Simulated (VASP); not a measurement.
Write the native input for VASP 6.6.1 that does the following.

```
Task                   : single point
Functional             : PBE
Potentials or basis    : VASP PAW PBE potentials, release 64 (W_sv, Si)
Cutoff                 : 520 eV
k mesh                 : 10 × 10 × 8
Occupations            : fermi-dirac, width 0.1 eV
Spin                   : no spin polarisation
Dipole correction      : no
Further INCAR settings : ALGO = Normal; EDIFF = 1e-06; NBANDS = 18
```

The structure of Si2W (AlB2 type) lies in POSCAR:

```
Si2W
1.0
    4.2375073878     -0.0000000001      0.0000000000
   -2.1187536939      3.6697890466      0.0000000000
    0.0000000000      0.0000000000      2.5665933992
W Si
1 2
Direct
    0.0000000000      0.0000000000      0.0000000000
    0.3333333333      0.6666666667      0.5000000000
    0.6666666667      0.3333333333      0.5000000000
```

These files were run (other wordings do the same):

INCAR

```
PREC     = Accurate       # precision mode
ENCUT    = 520            # plane-wave cutoff, eV
EDIFF    = 1E-6           # SCF threshold, eV
ISMEAR   = -1             # smearing method
SIGMA    = 0.1            # smearing width, eV
LREAL    = False          # projectors in reciprocal space
LASPH    = True           # aspherical terms in the spheres
NELM     = 80             # most SCF steps
ALGO     = Normal         # electronic algorithm
ISIF     = 2              # what is computed and relaxed
LWAVE    = False          # write WAVECAR
LCHARG   = True           # write CHGCAR
GGA      = PE             # functional
LELF     = True           # ELF
LVHAR    = True         
NBANDS   = 18             # bands
```

KPOINTS

```
Automatic mesh
0
Gamma
  10 10 8
```

Potentials or basis: VASP PAW PBE potentials, release 64 (W_sv, Si).

Run with:

```console
$ cat potpaw_PBE.64/W_sv/POTCAR potpaw_PBE.64/Si/POTCAR > POTCAR
$ mpirun -np 1 vasp_std > vasp.out
```

It gave:

| Item | Value |
| --- | --- |
| Pressure | 12.5 GPa |
| Band gap on the k mesh | zero (band 11 reaches 14.28 eV, above the bottom of band 12 at 10.70 eV) |

Caveat: spin-orbit coupling is left out, which moves the levels of the heavy elements.

Wall time 14 s on 1 thread of Intel(R) Xeon(R) 6975P-C (Granite Rapids), with other jobs on the host, peak memory 0.18 GiB.
